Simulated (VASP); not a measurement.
# MgZn4Te (I4/mmm) in VASP: a series of runs

The runs below take MgZn4Te through single point, with PBE.

All numbers are computed with VASP 6.6.1; they aren't measurements. Logs are shortened: lines on timing, memory, paths and dates and some standing lists are left out, and cuts for length are marked.

### 1 The cell of the first run

Symmetry: I4/mmm, No. 139, tetragonal system. The conventional cell has a = 5.427 Å, b = 5.427 Å, c = 7.166 Å, α = 90.00°, β = 90.00°, γ = 90.00°. Mg (site symmetry 4/mmm) has 8 Zn at 2.86 Å and 2 Te at 3.58 Å within 3.8 Å. Within 2.4 Å of Zn (site symmetry 2mm) lie 2 Zn at 1.79 Å. Within 3.8 Å of Te (site symmetry 4/mmm) lie 8 Zn at 2.86 Å and 2 Mg at 3.58 Å.

### 2 Single point, PBE

The input, INCAR:

```
ALGO = Fast ; EDIFF = 1E-7
ENCUT = 520 ; GGA = PE
ISIF = 2 ; ISMEAR = 0
LASPH = T ; LCHARG = F
LREAL = F ; LWAVE = F
NBANDS = 37 ; NELM = 80
PREC = Accurate ; SIGMA = 0.1
```

The input, KPOINTS:

```
k-points
0
Gamma
  4 4 4
```

The input, POSCAR:

```
MgZn4Te
1.0
   -2.7133620900      2.7133620900      3.5830647700
    2.7133620900     -2.7133620900      3.5830647700
    2.7133620900      2.7133620900     -3.5830647700
Mg Zn Te
1 4 1
Direct
    0.0000000000      0.0000000000      0.0000000000
    0.6250738500      0.1250738500      0.5000000000
    0.1250738500      0.6250738500      0.5000000000
    0.3749261500      0.8749261500      0.5000000000
    0.8749261500      0.3749261500      0.5000000000
    0.5000000000      0.5000000000      0.0000000000
```

Potentials or basis: VASP PAW PBE potentials, release 64 (Mg, Zn, Te).

Run with:

```console
$ cat potpaw_PBE.64/Mg/POTCAR potpaw_PBE.64/Zn/POTCAR potpaw_PBE.64/Te/POTCAR > POTCAR
$ mpirun -np 1 vasp_std > vasp.out
```

OUTCAR:

```text
EDIFF = 1E-7
   ENCUT = 520
   GGA = PE
   ISIF = 2
   ISMEAR = 0
   LASPH = T
   LREAL = F
   NELM = 80
   PREC = Accurate

 ion  position               nearest neighbor table
   1  0.000  0.000  0.000-   4 2.86   5 2.86   2 2.86   3 2.86   2 2.86   3 2.86   5 2.86   4 2.86
                             6 3.58   6 3.58
   2  0.625  0.125  0.500-   5 1.79   4 1.79   1 2.86   6 2.86   6 2.86   1 2.86
   3  0.125  0.625  0.500-   4 1.79   5 1.79   1 2.86   6 2.86   1 2.86   6 2.86
   4  0.375  0.875  0.500-   3 1.79   2 1.79   1 2.86   6 2.86   1 2.86   6 2.86
   5  0.875  0.375  0.500-   2 1.79   3 1.79   1 2.86   6 2.86   6 2.86   1 2.86
   6  0.500  0.500  0.000-   4 2.86   5 2.86   2 2.86   3 2.86   3 2.86   2 2.86   4 2.86   5 2.86
                             1 3.58   1 3.58

  LATTYP: Found a body centered tetragonal cell.
 ALAT       =     5.4267241800
 C/A-ratio  =     1.3205258462

  Lattice vectors:

 A1 = (  -2.7133620900,   2.7133620900,   3.5830647700)
 A2 = (   2.7133620900,  -2.7133620900,   3.5830647700)
 A3 = (   2.7133620900,   2.7133620900,  -3.5830647700)

Analysis of symmetry for initial positions (statically):
=====================================================================
 Subroutine PRICEL returns:
 Original cell was already a primitive cell.

 Routine SETGRP: Setting up the symmetry group for a
 body centered tetragonal supercell.

 Subroutine GETGRP returns: Found 16 space group operations
 (whereof 16 operations were pure point group operations)
 out of a pool of 16 trial point group operations.

The static configuration has the point symmetry D_4h.

Analysis of symmetry for dynamics (positions and initial velocities):
=====================================================================
 Subroutine PRICEL returns:
 Original cell was already a primitive cell.

 Routine SETGRP: Setting up the symmetry group for a
 body centered tetragonal supercell.

 Subroutine GETGRP returns: Found 16 space group operations
 (whereof 16 operations were pure point group operations)
 out of a pool of 16 trial point group operations.

The dynamic configuration has the point symmetry D_4h.

 Subroutine INISYM returns: Found 16 space group operations
 (whereof 16 operations are pure point group operations),
 and found     1 'primitive' translations

----------------------------------------------------------------------------------------

                                     Primitive cell

  volume of cell :     105.5189

  direct lattice vectors                    reciprocal lattice vectors
    -2.713362090  2.713362090  3.583064770     0.000000000  0.184273231  0.139545342
     2.713362090 -2.713362090  3.583064770     0.184273231  0.000000000  0.139545342
     2.713362090  2.713362090 -3.583064770     0.184273231  0.184273231  0.000000000

  length of vectors
     5.250049601  5.250049601  5.250049601     0.231148278  0.231148278  0.260601703

  position of ions in fractional coordinates (direct lattice)
     0.000000000  0.000000000  0.000000000
     0.625073850  0.125073850  0.500000000
     0.125073850  0.625073850  0.500000000
     0.374926150  0.874926150  0.500000000
     0.874926150  0.374926150  0.500000000
     0.500000000  0.500000000  0.000000000

  ion indices of the primitive-cell ions
   primitive index   ion index
                 1           1
                 2           2
                 3           3
                 4           4
                 5           5
                 6           6

----------------------------------------------------------------------------------------

 KPOINTS: k-points

Automatic generation of k-mesh.
 Grid dimensions read from file:
 generate k-points for:    4    4    4

 Generating k-lattice:

  Cartesian coordinates                     Fractional coordinates (reciprocal lattice)
     0.000000000  0.046068308  0.034886336     0.250000000 -0.000000000  0.000000000
     0.046068308  0.000000000  0.034886336    -0.000000000  0.250000000  0.000000000
     0.046068308  0.046068308  0.000000000     0.000000000  0.000000000  0.250000000

  Length of vectors
     0.057787069  0.057787069  0.065150426

  Shift w.r.t. Gamma in fractional coordinates (k-lattice)
     0.000000000  0.000000000  0.000000000

 Subroutine IBZKPT returns following result:
 ===========================================

 Found     13 irreducible k-points:

 Following reciprocal coordinates:
            Coordinates               Weight
  0.000000  0.000000  0.000000      1.000000
  0.250000  0.000000 -0.000000      8.000000
  0.500000  0.000000 -0.000000      4.000000
  0.250000  0.250000 -0.000000      8.000000
  0.500000  0.250000 -0.000000     16.000000
 -0.250000  0.250000  0.000000      4.000000
  0.500000  0.500000 -0.000000      2.000000
  0.250000  0.250000  0.250000      2.000000
 -0.250000  0.250000  0.250000      4.000000
  0.500000  0.500000  0.250000      4.000000
 -0.250000  0.500000  0.250000      8.000000
 -0.250000 -0.250000  0.250000      2.000000
  0.500000  0.500000  0.500000      1.000000
   k-points           NKPTS =     13   k-points in BZ     NKDIM =     13   number of bands    NBANDS=     37
   number of dos      NEDOS =    301   number of ions     NIONS =      6
   total plane-waves  NPLWV =  64000
   dimension x,y,z NGX =    40 NGY =   40 NGZ =   40
   dimension x,y,z NGXF=    80 NGYF=   80 NGZF=   80
   ions per type =               1   4   1
   NGX,Y,Z   is equivalent  to a cutoff of  12.67, 12.67, 12.67 a.u.
   NGXF,Y,Z  is equivalent  to a cutoff of  25.33, 25.33, 25.33 a.u.
 SYSTEM =  unknown system
   PREC   = accura    normal or accurate (medium, high low for compatibility)
   ISTART =      0    job   : 0-new  1-cont  2-samecut
   ICHARG =      2    charge: 1-file 2-atom 10-const
   ISPIN  =      1    spin polarized calculation?
   LNONCOLLINEAR =      F non collinear calculations
   LSORBIT =      F    spin-orbit coupling
   LASPH  =      T    aspherical Exc in radial PAW
   ENCUT  =  520.0 eV  38.22 Ry    6.18 a.u.   9.76  9.76  9.76*2*pi/ulx,y,z
   NELM   =     80;   NELMIN=  2; NELMDL= -5     # of ELM steps
   EDIFF  = 0.1E-06   stopping-criterion for ELM
   LREAL  =      F    real-space projection
   EDIFFG = 0.1E-05   stopping-criterion for IOM
   NSW    =      0    number of steps for IOM
   IBRION =     -1    ionic relax: 0-MD 1-quasi-New 2-CG
   NFREE  =      0    steps in history (QN), initial steepest desc. (CG)
   ISIF   =      2    stress and relaxation
   ISYM   =      2    0-nonsym 1-usesym 2-fastsym
   POTIM  = 0.5000    time-step for ionic-motion
   TEBEG  =    0.0;   TEEND  =   0.0 temperature during run
   PSTRESS=    0.0 pullay stress
   NELECT =      56.0000    total number of electrons
   NUPDOWN=      -1.0000    fix difference up-down
   EMIN   =  10.00;   EMAX   =-10.00  energy-range for DOS
   EFERMI =   0.00;   METHOD = LEGACY
   ISMEAR =     0;   SIGMA  =   0.10  broadening in eV -4-tet -1-fermi 0-gaus
   EFERMI_NEDOS =   21; number of points for ismear=-14 and -15
   IALGO  =     68    algorithm
   IMIX   =      4    mixing-type and parameters
     AMIX     =   0.40;   BMIX     =  1.00
     AMIX_MAG =   1.60;   BMIX_MAG =  1.00
  volume/ion in A,a.u.               =      17.59       118.68
  Fermi-wavevector in a.u.,A,eV,Ry     =   1.325442  2.504723 23.902674  1.756797
  Thomas-Fermi vector in A             =   2.454903
   LORBIT       =      0    0 simple, 1 ext, 2 COOP (PROOUT), +10 PAW based schemes
   GGA     = PE    functional components
   LHFCALC =     F    Hartree Fock is set to
   AEXX    =    0.0000 exact exchange contribution
   IVDW    =     0    specifies the selected vdW correction
   LEPSILON=     F    determine dielectric tensor
   LRPA    =     F    only Hartree local field effects (RPA)
 non-spin polarized calculation
 RMM-DIIS sequential band-by-band and
 Gauss-broadening in eV      SIGMA  =   0.10
  energy-cutoff  :      520.00
  volume of cell :      105.52
 maximum number of plane-waves:      2854
   NGX = 19   NGY = 19   NGZ = 19

 number of electron      55.9999964 magnetization

 Free energy of the ion-electron system (eV)
  ---------------------------------------------------
  ext. energy  EPLUGINS =         0.00000000
  ---------------------------------------------------
  free energy    TOTEN  =         3.84807970 eV

  energy without entropy =        3.87290598  energy(sigma->0) =        3.86049284

 E-fermi :   4.6423     XC(G=0): -10.6026

 val. band max:        4.6324013645   @ k =   0.0000   0.0000   0.0000
 cond. band min:       4.6482869867   @ k =   0.5000   0.2500  -0.0000
 fundamental gap:      0.0158856221
 Fermi energy:         4.6423106948

 k-point     1 :       0.0000    0.0000    0.0000
  band No.  band energies     occupation
      1      -8.3965      2.00000
      2      -7.4216      2.00000
      3      -5.9055      2.00000
      4      -5.9055      2.00000
      5      -4.6937      2.00000
      6      -4.6495      2.00000
[... 29 lines left out ...]
     36      12.5498      0.00000
     37      12.5498      0.00000

 k-point     2 :       0.2500    0.0000   -0.0000
  band No.  band energies     occupation
      1      -8.1293      2.00000
      2      -7.2790      2.00000
      3      -5.8233      2.00000
      4      -5.8045      2.00000
      5      -5.7863      2.00000
      6      -5.0488      2.00000
[... 29 lines left out ...]
     36      10.0394      0.00000
     37      11.9626      0.00000

 k-point     3 :       0.5000    0.0000   -0.0000
  band No.  band energies     occupation
      1      -7.7759      2.00000
      2      -6.8213      2.00000
      3      -6.7583      2.00000
      4      -5.5415      2.00000
      5      -5.4882      2.00000
      6      -5.4771      2.00000
[... 29 lines left out ...]
     36      12.5276      0.00000
     37      13.0366      0.00000
[... 321 lines left out ...]
 k-point    12 :      -0.2500   -0.2500    0.2500
  band No.  band energies     occupation
      1      -8.0093      2.00000
      2      -6.8000      2.00000
      3      -6.7325      2.00000
      4      -5.5575      2.00000
      5      -5.5575      2.00000
      6      -5.4620      2.00000
[... 29 lines left out ...]
     36      11.1220      0.00000
     37      11.1220      0.00000

 k-point    13 :       0.5000    0.5000    0.5000
  band No.  band energies     occupation
      1      -7.7041      2.00000
      2      -7.6725      2.00000
      3      -5.9612      2.00000
      4      -5.9612      2.00000
      5      -4.7011      2.00000
      6      -4.6688      2.00000
[... 29 lines left out ...]
     36      12.0030      0.00000
     37      12.0234      0.00000

------------------------ aborting loop because EDIFF is reached ----------------------------------------

  FORCE on cell =-STRESS in cart. coord.  units (eV):
  Direction    XX          YY          ZZ          XY          YZ          ZX
  --------------------------------------------------------------------------------------
  -------------------------------------------------------------------------------------
  Total        5.5568606      5.5568606    100.4262990      0.0000000      0.0000000     -0.0000000
  in kB       84.3742512     84.3742512   1524.8526697      0.0000000      0.0000000     -0.0000000
  external PRESSURE =     564.5337240 kB  Pullay stress =       0.0000000 kB

 VOLUME and BASIS-vectors are now :
 -----------------------------------------------------------------------------
  energy-cutoff  :      520.00
  volume of cell :      105.52
      direct lattice vectors                 reciprocal lattice vectors
    -2.713362090  2.713362090  3.583064770     0.000000000  0.184273231  0.139545342
     2.713362090 -2.713362090  3.583064770     0.184273231  0.000000000  0.139545342
     2.713362090  2.713362090 -3.583064770     0.184273231  0.184273231  0.000000000

 POSITION                                       TOTAL-FORCE (eV/Angst)
 -----------------------------------------------------------------------------------
      0.00000      0.00000      0.00000        -0.000000     -0.000000     -0.000000
     -0.00000      2.71336      0.89630         0.000000      0.000000     -0.110024
      2.71336     -0.00000      0.89630        -0.000000     -0.000000     -0.110024
      2.71336     -0.00000      2.68677         0.000000      0.000000      0.110024
     -0.00000      2.71336      2.68677         0.000000      0.000000      0.110024
      0.00000      0.00000      3.58306        -0.000000     -0.000000     -0.000000
 -----------------------------------------------------------------------------------
    total drift:                               -0.000000     -0.000000      0.000000

  FREE ENERGIE OF THE ION-ELECTRON SYSTEM (eV)
  ---------------------------------------------------
  free  energy   TOTEN  =         3.8480796962 eV

  energy  without entropy=        3.8729059841  energy(sigma->0) =        3.86049284
```

Run time: 64 s. Hardware: 1 thread of AMD EPYC 9R45 (Zen 5), shared host; peak memory 0.23 GiB.

Results:

| Item | Value |
| --- | --- |
| Free energy | 3.8481 eV |
| Pressure | 56.5 GPa |
| Largest force | 0.110 eV/Å |
| Band gap on the k mesh | zero (band 28 reaches 5.81 eV, above the bottom of band 29 at 4.05 eV) |

Forces in eV/Å, atoms in the order of the input:
```
Mg   0.000  0.000  0.000
Zn   0.000  0.000 -0.110
Zn   0.000  0.000 -0.110
Zn   0.000  0.000  0.110
Zn   0.000  0.000  0.110
Te   0.000  0.000  0.000
```

Levels at points of the mesh, in eV from the Fermi level:
| k point | band 26 | band 27 | band 28 | band 29 | band 30 | band 31 |
| --- | --- | --- | --- | --- | --- | --- |
| (0.00, 0.00, 0.00) | -3.20 | -2.30 | -0.01 | -0.01 | 0.53 | 0.53 |
| (0.50, 0.00, 0.00) | -1.76 | -1.54 | -1.21 | 0.50 | 1.25 | 1.75 |
| (0.50, 0.50, 0.00) | -3.69 | 0.45 | 1.17 | 1.24 | 2.69 | 2.72 |
| (0.50, 0.50, 0.50) | -4.79 | 0.62 | 1.12 | 1.12 | 2.88 | 2.98 |

Caveat: the k points lie up to 0.41 Å⁻¹ apart; spin-orbit coupling is left out, which moves the levels of the heavy elements.

(Part 1 of 2 ends here.)
